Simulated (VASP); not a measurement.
# BP (F-43m) in VASP: dielectric tensor with LDA

Aim: the dielectric tensor of BP with LDA.

All numbers are computed with VASP 6.6.1; they aren't measurements. Logs are shortened: lines on timing, memory, paths and dates and some standing lists are left out, and cuts for length are marked.

## 1. The cell of the first run

Symmetry: F-43m, No. 216, cubic system. Conventional cell: a = 4.538 Å, b = 4.538 Å, c = 4.538 Å, α = 90.00°, β = 90.00°, γ = 90.00°. Within 2.6 Å of B (site symmetry -43m) lie 4 P at 1.97 Å. P (site symmetry -43m) has 4 B at 1.97 Å within 2.6 Å.

## 2. Dielectric tensor, LDA

INCAR reads:

```
ALGO = Normal
EDIFF = 1E-8
ENCUT = 420
GGA_COMPAT = F
ISIF = 2
ISMEAR = 0
LASPH = T
LCHARG = F
LEPSILON = T
LREAL = F
LWAVE = F
NELM = 120
PREC = Accurate
SIGMA = 0.01
```

KPOINTS reads:

```
k-points
0
Gamma
  6 6 6
```

POSCAR reads:

```
BP
1.0
    0.0000000000      2.2690000000      2.2690000000
    2.2690000000      0.0000000000      2.2690000000
    2.2690000000      2.2690000000      0.0000000000
B P
1 1
Direct
    0.0000000000      0.0000000000      0.0000000000
    0.2500000000      0.2500000000      0.2500000000
```

Potentials or basis: VASP PAW LDA potentials, release 64 (B, P).

Command:

```bash
$ cat potpaw_LDA.64/B/POTCAR potpaw_LDA.64/P/POTCAR > POTCAR
$ mpirun -np 1 vasp_std > vasp.out
```

OUTCAR:

```text
EDIFF = 1E-8
   ENCUT = 420
   ISIF = 2
   ISMEAR = 0
   LASPH = T
   LEPSILON = T
   LREAL = F
   NELM = 120
   PREC = Accurate

 ion  position               nearest neighbor table
   1  0.000  0.000  0.000-   2 1.97   2 1.97   2 1.97   2 1.97
   2  0.250  0.250  0.250-   1 1.97   1 1.97   1 1.97   1 1.97

  LATTYP: Found a face centered cubic cell.
 ALAT       =     4.5380000000

  Lattice vectors:

 A1 = (   0.0000000000,   2.2690000000,   2.2690000000)
 A2 = (   2.2690000000,   0.0000000000,   2.2690000000)
 A3 = (   2.2690000000,   2.2690000000,   0.0000000000)

Analysis of symmetry for initial positions (statically):
=====================================================================
 Subroutine PRICEL returns:
 Original cell was already a primitive cell.

 Routine SETGRP: Setting up the symmetry group for a
 face centered cubic supercell.

 Subroutine GETGRP returns: Found 24 space group operations
 (whereof 24 operations were pure point group operations)
 out of a pool of 48 trial point group operations.

The static configuration has the point symmetry T_d .

Analysis of symmetry for dynamics (positions and initial velocities):
=====================================================================
 Subroutine PRICEL returns:
 Original cell was already a primitive cell.

 Routine SETGRP: Setting up the symmetry group for a
 face centered cubic supercell.

 Subroutine GETGRP returns: Found 24 space group operations
 (whereof 24 operations were pure point group operations)
 out of a pool of 48 trial point group operations.

The dynamic configuration has the point symmetry T_d .

 Subroutine INISYM returns: Found 24 space group operations
 (whereof 24 operations are pure point group operations),
 and found     1 'primitive' translations

----------------------------------------------------------------------------------------

                                     Primitive cell

  volume of cell :      23.3633

  direct lattice vectors                    reciprocal lattice vectors
     0.000000000  2.269000000  2.269000000    -0.220361393  0.220361393  0.220361393
[... 318 lines left out ...]
     2.269000000  2.269000000  0.000000000     0.220361393  0.220361393 -0.220361393

 POSITION                                       TOTAL-FORCE (eV/Angst)
 -----------------------------------------------------------------------------------
      0.00000      0.00000      0.00000         0.000000      0.000000      0.000000
      1.13450      1.13450      1.13450        -0.000000     -0.000000     -0.000000
 -----------------------------------------------------------------------------------
    total drift:                                0.000000      0.000000      0.000000

  FREE ENERGIE OF THE ION-ELECTRON SYSTEM (eV)
  ---------------------------------------------------
  free  energy   TOTEN  =       -14.3692649123 eV

  energy  without entropy=      -14.3692649123  energy(sigma->0) =      -14.36926491

 HEAD OF MICROSCOPIC STATIC DIELECTRIC TENSOR (INDEPENDENT PARTICLE, excluding Hartree and local field effects)
 ------------------------------------------------------
          10.903618    -0.000000     0.000000
           0.000000    10.903618     0.000000
           0.000000     0.000000    10.903618
 ------------------------------------------------------

 Free energy of the ion-electron system (eV)
  ---------------------------------------------------
  ---------------------------------------------------
  free energy    TOTEN  =        -0.64178213 eV

  energy without entropy =       -0.64178213

------------------------ aborting loop because EDIFF is reached ----------------------------------------

--------------------------------------- Ionic step        2  -------------------------------------------

------------------------ aborting loop because EDIFF is reached ----------------------------------------

--------------------------------------- Ionic step        3  -------------------------------------------

 Free energy of the ion-electron system (eV)
  ---------------------------------------------------
  ---------------------------------------------------
  free energy    TOTEN  =        -0.64178182 eV

  energy without entropy =       -0.64178182

------------------------ aborting loop because EDIFF is reached ----------------------------------------

 PIEZOELECTRIC TENSOR FIELD DIRECTION 3  (e Angst)
 -----------------------------------------------------------------------------
     0.00025  0.16419  0.00000           (  0.00000  0.08284  0.00000)
     0.16419  0.00025  0.00000           (  0.08284  0.00000  0.00000)
     0.00000  0.00000 -0.00110           (  0.00000  0.00000 -0.00000)

 PIEZOELECTRIC TENSOR FIELD DIRECTION 3  (C/m^2)
 -----------------------------------------------------------------------------
     0.00017  0.11259  0.00000
     0.11259  0.00017  0.00000
     0.00000  0.00000 -0.00075

 MACROSCOPIC STATIC DIELECTRIC TENSOR (including local field effects in DFT)
 ------------------------------------------------------
          10.423150     0.000000    -0.000000
           0.000000    10.423150    -0.000000
          -0.000000     0.000000    10.423150
 ------------------------------------------------------

 PIEZOELECTRIC TENSOR (including local field effects)  for field in x, y, z        (e  Angst)
          XX          YY          ZZ          XY          YZ          ZX
  --------------------------------------------------------------------------------
  x     0.00000    -0.00000    -0.00000     0.00000     0.15494     0.00000
  y    -0.00000     0.00000    -0.00000     0.00000     0.00000     0.15494
  z    -0.00000    -0.00000     0.00000     0.15494     0.00000     0.00000

 PIEZOELECTRIC TENSOR (including local field effects)  for field in x, y, z        (C/m^2)
          XX          YY          ZZ          XY          YZ          ZX
  --------------------------------------------------------------------------------
  x     0.00000    -0.00000    -0.00000     0.00000     0.10625     0.00000
  y    -0.00000     0.00000    -0.00000     0.00000     0.00000     0.10625
  z    -0.00000    -0.00000     0.00000     0.10625     0.00000     0.00000

 BORN EFFECTIVE CHARGES (including local field effects) (in |e|, cummulative output)
 ---------------------------------------------------------------------------------
 ion    1
    1    -0.49794     0.00000     0.00000
    2    -0.00000    -0.49794    -0.00000
    3     0.00000    -0.00000    -0.49794
 ion    2
    1     0.49794    -0.00000    -0.00000
    2     0.00000     0.49794     0.00000
    3    -0.00000     0.00000     0.49794
```

stdout:

```text
POSCAR found type information on POSCAR B P
 POSCAR found :  2 types and       2 ions
 scaLAPACK will be used
 LDA part: xc-table for (Slater(with rela. corr.)+CA(PZ))
 , standard interpolation
 POSCAR, INCAR and KPOINTS ok, starting setup
 FFT: planning ... GRIDC
 FFT: planning ... GRID_SOFT
 FFT: planning ... GRID
 WAVECAR not read
 entering main loop
 Linear response reoptimize wavefunctions to high precision
 Linear response G [H, r] |phi>, progress :
  Direction:   1
 Linear response G [H, r] |phi>, progress :
  Direction:   2
 Linear response G [H, r] |phi>, progress :
  Direction:   3
 Linear response to external field (no local field effect), progress :
  Direction:   1
 dielectric tensor                  component  1 :    13.456     6.918     1.330
 Linear response to external field (no local field effect), progress :
  Direction:   2
 dielectric tensor                  component  2 :     6.918    13.470    -1.446
 Linear response to external field (no local field effect), progress :
  Direction:   3
 dielectric tensor                  component  3 :     1.331    -1.446     5.784
 Linear response to external field, progress :
  Direction:   1
 dielectric tensor                  component  1 :    10.423     3.240     1.564
 Linear response to external field, progress :
  Direction:   2
 dielectric tensor                  component  2 :     3.240    10.423     1.404
 Linear response to external field, progress :
  Direction:   3
 dielectric tensor                  component  3 :     2.412     2.392    10.423
 Born effective charges drift removed
```

Run time: 16 s. Hardware: 1 thread of Intel Xeon 6975P-C (Granite Rapids), shared host; peak memory 0.14 GiB.

Results:

* Band gap on the k mesh: 1.30 eV, indirect (least direct gap 3.38 eV)
* Electronic dielectric tensor (diagonal): 10.42
* Born charges (mean of the diagonal): B -0.50; P +0.50 e

Levels at points of the mesh, in eV from the valence-band top:
| k point | band 1 | band 2 | band 3 | band 4 | band 5 | band 6 | band 7 | band 8 |
| --- | --- | --- | --- | --- | --- | --- | --- | --- |
| (0.00, 0.00, 0.00) | -15.39 | 0.00 | 0.00 | 0.00 | 3.38 | 3.38 | 3.38 | 7.37 |
| (0.50, 0.00, 0.00) | -12.06 | -9.01 | -1.75 | -1.75 | 3.78 | 4.68 | 4.68 | 9.92 |
| (0.50, 0.50, 0.00) | -10.56 | -8.49 | -4.11 | -4.11 | 1.30 | 1.55 | 12.00 | 12.00 |

Electronic dielectric tensor:
```
10.42  0.00  0.00
 0.00 10.42  0.00
 0.00  0.00 10.42
```

Born effective charge tensors (e):
atom 1, B
```
-0.50  0.00  0.00
 0.00 -0.50  0.00
 0.00  0.00 -0.50
```
atom 2, P
```
0.50 0.00 0.00
0.00 0.50 0.00
0.00 0.00 0.50
```
